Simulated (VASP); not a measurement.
Wanted: the native input for a VASP 6.6.1 run.

```yaml
Task: relaxation of cell and atoms
Functional: PBEsol
Potentials_or_basis: VASP PAW PBE potentials, release 64 (Ag)
Cutoff: 600 eV
k_mesh: 18 × 18 × 18
Occupations: gaussian, width 0.1 eV
Spin: no spin polarisation
Dipole_correction: no
Further_INCAR_settings: ALGO = Normal; EDIFF = 1e-06; IBRION = 2; EDIFFG = -0.01; NSW = 80; ISIF = 3
```

The structure of Ag lies in POSCAR:

```
Ag
1.0
    0.0000000000      2.0283215477      2.0283215477
    2.0283215477      0.0000000000      2.0283215477
    2.0283215477      2.0283215477      0.0000000000
Ag
1
Direct
    0.0000000000      0.0000000000      0.0000000000
```

The input as run:

INCAR

```
PREC     = Accurate       # precision mode
ENCUT    = 600            # plane-wave cutoff, eV
EDIFF    = 1E-6           # SCF threshold, eV
ISMEAR   = 0              # smearing method
SIGMA    = 0.1            # smearing width, eV
LREAL    = F              # projectors in reciprocal space
LASPH    = T              # aspherical terms in the spheres
NELM     = 60             # most SCF steps
ALGO     = Normal         # electronic algorithm
ISIF     = 3              # what is computed and relaxed
LWAVE    = F              # write WAVECAR
LCHARG   = F              # write CHGCAR
GGA      = PS             # functional
IBRION   = 2              # ionic algorithm
NSW      = 80             # ionic steps
EDIFFG   = -0.01          # ionic threshold
```

KPOINTS

```
regular mesh
0
Gamma
  18 18 18
```

Potentials or basis: VASP PAW PBE potentials, release 64 (Ag).

Launch:

```console
$ cat potpaw_PBE.64/Ag/POTCAR > POTCAR
$ mpirun -np 1 vasp_std > vasp.out
```

Results of the run:

- Relaxed volume: 16.63 Å³/atom
- Relaxed cell: a = 2.865 Å, b = 2.865 Å, c = 2.865 Å, α = 60.00°, β = 60.00°, γ = 60.00°
- Space group after relaxing (to 0.1 Å): Fm-3m (No. 225)
- Energy gained by relaxing: 0.1 meV/atom
- Ionic steps: 3
- Pressure after relaxing: 0.0 GPa
- Band gap on the k mesh: zero (an odd number of electrons rules out a gap without spin polarisation)

Caveat: the PAW data sets were made with another functional, which shifts forces and pressure a little.

Wall time 58 s on 1 thread of Intel Xeon 8259CL, with other jobs on the host, peak memory 0.18 GiB.
